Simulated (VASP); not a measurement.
# Te2Mo (P6_3/mmc) in VASP: further runs

The runs below take Te2Mo through single point, with r2SCAN+D3(BJ).

Everything below comes from runs of VASP 6.6.1. Logs are shortened: lines on timing, memory, paths and dates and some standing lists are left out, and cuts for length are marked.

### Step 1. The cell of the first run

The structure is hexagonal, space group P6_3/mmc (No. 194). Conventional cell: a = 3.446 Å, b = 3.446 Å, c = 13.688 Å, α = 90.00°, β = 90.00°, γ = 120.00°. Within 3.5 Å of Te (site symmetry 3m) lie 3 Mo at 2.66 Å and 6 Te at 3.45 Å. Within 3.5 Å of Mo (site symmetry -6m2) lie 6 Te at 2.66 Å and 6 Mo at 3.45 Å.

### Step 2. Single point, r2SCAN+D3(BJ)

The input, POSCAR:

```
Te2Mo
1.0
    3.4463798477      0.0000000000      0.0000000000
   -1.7231899238      2.9846524992      0.0000000000
    0.0000000000      0.0000000000     13.6883444487
Te Mo
4 2
Direct
    0.6666666667      0.3333333333      0.3790000000
    0.3333333333      0.6666666667      0.8790000000
    0.6666666667      0.3333333333      0.1210000000
    0.3333333333      0.6666666667      0.6210000000
    0.6666666667      0.3333333333      0.7500000000
    0.3333333333      0.6666666667      0.2500000000
```

The input, INCAR.step1:

```
PREC = Accurate ; ENCUT = 520
ISMEAR = -1 ; SIGMA = 0.05
LREAL = F ; LASPH = T
NELM = 80 ; NBANDS = 35
GGA = PE ; ALGO = Normal
EDIFF = 1E-4 ; LWAVE = T
LCHARG = F
```

The input, INCAR.step2:

```
PREC = Accurate ; ENCUT = 520
EDIFF = 1E-7 ; ISMEAR = -1
SIGMA = 0.05 ; LREAL = F
LASPH = T ; NELM = 80
ALGO = Normal ; ISIF = 2
LWAVE = F ; LCHARG = T
METAGGA = R2SCAN ; LMIXTAU = T
IVDW = 12 ; VDW_S6 = 1.0
VDW_S8 = 0.78981345 ; VDW_A1 = 0.49484001
VDW_A2 = 5.73083694 ; LELF = T
LVHAR = T ; NBANDS = 35
ISTART = 1
```

The input, KPOINTS:

```
regular mesh
0
Gamma
  9 9 2
```

Potentials or basis: VASP PAW PBE potentials, release 64 (Te, Mo_sv).

On the command line:

```sh
$ cat potpaw_PBE.64/Te/POTCAR potpaw_PBE.64/Mo_sv/POTCAR > POTCAR
$ cp INCAR.step1 INCAR
$ mpirun -np 1 vasp_std > vasp.out
$ cp INCAR.step2 INCAR
$ mpirun -np 1 vasp_std > vasp.out
```

OUTCAR:

```text
PREC = Accurate
   ENCUT = 520
   EDIFF = 1E-7
   ISMEAR = -1
   LREAL = F
   LASPH = T
   NELM = 80
   ISIF = 2
   METAGGA = R2SCAN
   IVDW = 12
   ISTART = 1
 IVDW          = 12

 ion  position               nearest neighbor table
   1  0.667  0.333  0.379-   6 2.66   6 2.66   6 2.66   3 3.53
   2  0.333  0.667  0.879-   5 2.66   5 2.66   5 2.66   4 3.53
   3  0.667  0.333  0.121-   6 2.66   6 2.66   6 2.66   1 3.53
   4  0.333  0.667  0.621-   5 2.66   5 2.66   5 2.66   2 3.53
   5  0.667  0.333  0.750-   2 2.66   4 2.66   2 2.66   4 2.66   2 2.66   4 2.66
   6  0.333  0.667  0.250-   1 2.66   3 2.66   1 2.66   3 2.66   1 2.66   3 2.66

  LATTYP: Found a hexagonal cell.
 ALAT       =     3.4463798477
 C/A-ratio  =     3.9718037633

  Lattice vectors:

 A1 = (   3.4463798477,   0.0000000000,   0.0000000000)
 A2 = (  -1.7231899238,   2.9846524992,   0.0000000000)
 A3 = (   0.0000000000,   0.0000000000,  13.6883444487)

Analysis of symmetry for initial positions (statically):
=====================================================================
 Subroutine PRICEL returns:
 Original cell was already a primitive cell.

 Routine SETGRP: Setting up the symmetry group for a
 hexagonal supercell.

 Subroutine GETGRP returns: Found 24 space group operations
 (whereof 12 operations were pure point group operations)
 out of a pool of 24 trial point group operations.

The static configuration has the point symmetry D_3d.
 The point group associated with its full space group is D_6h.

Analysis of symmetry for dynamics (positions and initial velocities):
=====================================================================
 Subroutine PRICEL returns:
 Original cell was already a primitive cell.

 Routine SETGRP: Setting up the symmetry group for a
 hexagonal supercell.

 Subroutine GETGRP returns: Found 24 space group operations
 (whereof 12 operations were pure point group operations)
 out of a pool of 24 trial point group operations.

The dynamic configuration has the point symmetry D_3d.
 The point group associated with its full space group is D_6h.

 Subroutine INISYM returns: Found 24 space group operations
 (whereof 12 operations are pure point group operations),
 and found     1 'primitive' translations

----------------------------------------------------------------------------------------

                                     Primitive cell

[... 97 lines left out ...]
   EDIFF  = 0.1E-06   stopping-criterion for ELM
   LREAL  =      F    real-space projection
   EDIFFG = 0.1E-05   stopping-criterion for IOM
   NSW    =      0    number of steps for IOM
   IBRION =     -1    ionic relax: 0-MD 1-quasi-New 2-CG
   NFREE  =      0    steps in history (QN), initial steepest desc. (CG)
   ISIF   =      2    stress and relaxation
   ISYM   =      2    0-nonsym 1-usesym 2-fastsym
   POTIM  = 0.5000    time-step for ionic-motion
   TEBEG  =    0.0;   TEEND  =   0.0 temperature during run
   PSTRESS=    0.0 pullay stress
   NELECT =      52.0000    total number of electrons
   NUPDOWN=      -1.0000    fix difference up-down
   EMIN   =  10.00;   EMAX   =-10.00  energy-range for DOS
   EFERMI =   0.00;   METHOD = LEGACY
   ISMEAR =    -1;   SIGMA  =   0.05  broadening in eV -4-tet -1-fermi 0-gaus
   EFERMI_NEDOS =   21; number of points for ismear=-14 and -15
   IALGO  =     38    algorithm
   IMIX   =      4    mixing-type and parameters
     AMIX     =   0.40;   BMIX     =  1.00
     AMIX_MAG =   1.60;   BMIX_MAG =  1.00
  volume/ion in A,a.u.               =      23.47       158.36
  Fermi-wavevector in a.u.,A,eV,Ry     =   1.174555  2.219587 18.770316  1.379579
  Thomas-Fermi vector in A             =   2.310950
   LORBIT       =      0    0 simple, 1 ext, 2 COOP (PROOUT), +10 PAW based schemes
   METAGGA = R2SCAN    functional components
   LHFCALC =     F    Hartree Fock is set to
   AEXX    =    0.0000 exact exchange contribution
   IVDW    =    12    specifies the selected vdW correction
   LEPSILON=     F    determine dielectric tensor
   LRPA    =     F    only Hartree local field effects (RPA)
 non-spin polarized calculation
  energy-cutoff  :      520.00
  volume of cell :      140.80
 maximum number of plane-waves:      3835
 NGX is ok and might be reduce to    28
   NGX = 13   NGY = 13   NGZ = 51

 number of electron      52.0000003 magnetization

 Free energy of the ion-electron system (eV)
  ---------------------------------------------------
  ext. energy  EPLUGINS =         0.00000000
  ---------------------------------------------------
  free energy    TOTEN  =      -155.24795865 eV

  energy without entropy =     -155.24794817  energy(sigma->0) =     -155.24795341

 E-fermi :   9.3452     XC(G=0): -11.3504

 val. band max:        8.9454856311   @ k =   0.0000   0.0000   0.0000
 cond. band min:       9.7977398525   @ k =   0.2222   0.2222   0.0000
 fundamental gap:      0.8522542213
 Fermi energy:         9.3451742767

 k-point     1 :       0.0000    0.0000    0.0000
  band No.  band energies     occupation
      1     -53.7961      2.00000
      2     -53.7961      2.00000
      3     -27.3018      2.00000
      4     -27.3018      2.00000
      5     -27.1282      2.00000
      6     -27.1282      2.00000
[... 901 lines left out ...]
     34      13.1118      0.00000
     35      14.2762      0.00000

------------------------ aborting loop because EDIFF is reached ----------------------------------------

 Edisp (eV)   -1.60952

 E8    (eV) :    -0.5870

  FORCE on cell =-STRESS in cart. coord.  units (eV):
  Direction    XX          YY          ZZ          XY          YZ          ZX
  --------------------------------------------------------------------------------------
  -------------------------------------------------------------------------------------
  Total       6.86010     6.86010     7.91939     0.00000    -0.00000     0.00000
  in kB      78.06081    78.06081    90.11441     0.00000    -0.00000     0.00000
  external pressure =       82.08 kB  Pullay stress =        0.00 kB

 VOLUME and BASIS-vectors are now :
 -----------------------------------------------------------------------------
  energy-cutoff  :      520.00
  volume of cell :      140.80
      direct lattice vectors                 reciprocal lattice vectors
     3.446379848  0.000000000  0.000000000     0.290159543  0.167523690  0.000000000
    -1.723189924  2.984652499  0.000000000     0.000000000  0.335047380  0.000000000
     0.000000000  0.000000000 13.688344449     0.000000000  0.000000000  0.073054854

 POSITION                                       TOTAL-FORCE (eV/Angst)
 -----------------------------------------------------------------------------------
      1.72319      0.99488      5.18788         0.000000      0.000000      0.905456
     -0.00000      1.98977     12.03205         0.000000     -0.000000      0.905456
      1.72319      0.99488      1.65629         0.000000      0.000000     -0.905456
     -0.00000      1.98977      8.50046         0.000000      0.000000     -0.905456
      1.72319      0.99488     10.26626         0.000000      0.000000      0.000000
     -0.00000      1.98977      3.42209        -0.000000     -0.000000      0.000000
 -----------------------------------------------------------------------------------
    total drift:                               -0.000000      0.000000     -0.000000

  FREE ENERGIE OF THE ION-ELECTRON SYSTEM (eV)
  ---------------------------------------------------
  free  energy   TOTEN  =      -156.8574805648 eV

  energy  without entropy=     -156.8574700835  energy(sigma->0) =     -156.85747532
```

OSZICAR.step1:

```text
N       E                     dE             d eps       ncg     rms          rms(c)
DAV:   1     0.416201746849E+03    0.41620E+03   -0.27097E+04  1888   0.135E+03
DAV:   2    -0.150119232275E+02   -0.43121E+03   -0.41842E+03  2069   0.328E+02
DAV:   3    -0.363042215767E+02   -0.21292E+02   -0.20851E+02  2071   0.648E+01
DAV:   4    -0.367482329825E+02   -0.44401E+00   -0.44290E+00  1980   0.939E+00
DAV:   5    -0.367586469140E+02   -0.10414E-01   -0.10412E-01  2102   0.147E+00    0.247E+01
DAV:   6    -0.359551876538E+02    0.80346E+00   -0.40120E+00  1840   0.112E+01    0.948E+00
DAV:   7    -0.359322632952E+02    0.22924E-01   -0.31075E+00  1751   0.834E+00    0.582E+00
DAV:   8    -0.356188762893E+02    0.31339E+00   -0.80989E-01  1752   0.494E+00    0.279E+00
DAV:   9    -0.356263338656E+02   -0.74576E-02   -0.14192E-01  1978   0.170E+00    0.131E+00
DAV:  10    -0.356203262434E+02    0.60076E-02   -0.29359E-02  1827   0.101E+00    0.422E-01
DAV:  11    -0.356205052160E+02   -0.17897E-03   -0.12464E-03  1832   0.183E-01    0.185E-01
DAV:  12    -0.356204557312E+02    0.49485E-04   -0.19465E-04  1358   0.614E-02
   1 F= -.35620456E+02 E0= -.35620434E+02  d E =-.432868E-04
```

Wall time 4.9 min (1 thread of Intel Xeon 6975P-C (Granite Rapids), shared host); peak memory 0.35 GiB.

Results:

- Free energy: -156.8575 eV
- Pressure: 8.2 GPa
- Largest force: 0.905 eV/Å
- Band gap on the k mesh: 0.85 eV, indirect (least direct gap 1.23 eV)
- Dispersion energy per atom: -0.268 eV

Forces on the atoms (eV/Å):
```
Te   0.000  0.000  0.905
Te   0.000  0.000  0.905
Te   0.000  0.000 -0.905
Te   0.000  0.000 -0.905
Mo   0.000  0.000  0.000
Mo   0.000  0.000  0.000
```

Caveat: the PAW data sets were made with another functional, which shifts forces and pressure a little; spin-orbit coupling is left out, which moves the levels of the heavy elements. r2SCAN opens gaps a little over a GGA but as a rule still falls short of measured ones.

[end of part 1 of 2]
